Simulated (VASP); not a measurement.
Crystal: LiCl.

```xyz
2
Lattice="3.3287 0.0000 0.0000 0.0000 3.3287 0.0000 0.0000 0.0000 3.3287" Properties=species:S:1:pos:R:3 pbc="T T T"
Li    0.0000    0.0000    0.0000
Cl    1.6643    1.6643    1.6643
```

This cell differs from its parent crystal: strain +1.8%.

Base run:

| Quantity | Value |
| --- | --- |
| Program | VASP 6.6.1 |
| Functional | PBE |
| Potentials or basis | VASP PAW PBE potentials, release 64 (Li_sv, Cl) |
| Cutoff | 520 eV |
| k mesh | 8 × 8 × 8 |
| Occupations | fermi-dirac, width 0.02 eV |
| Spin | no spin polarisation |

Its results: band gap on the k mesh 4.24 eV (least direct gap 4.98 eV).

**Question.** The run is repeated on the same cell with these changes: functional from PBE to r2SCAN; occupations from fermi-dirac, width 0.02 eV to gaussian, width 0.01 eV. What comes out?

**Answer.** Band gap on the k mesh 5.17 eV (least direct gap 5.94 eV).

Caveats: the structure was generated, so it needn't be the stable form of LiCl.

A k mesh can miss the band edges.
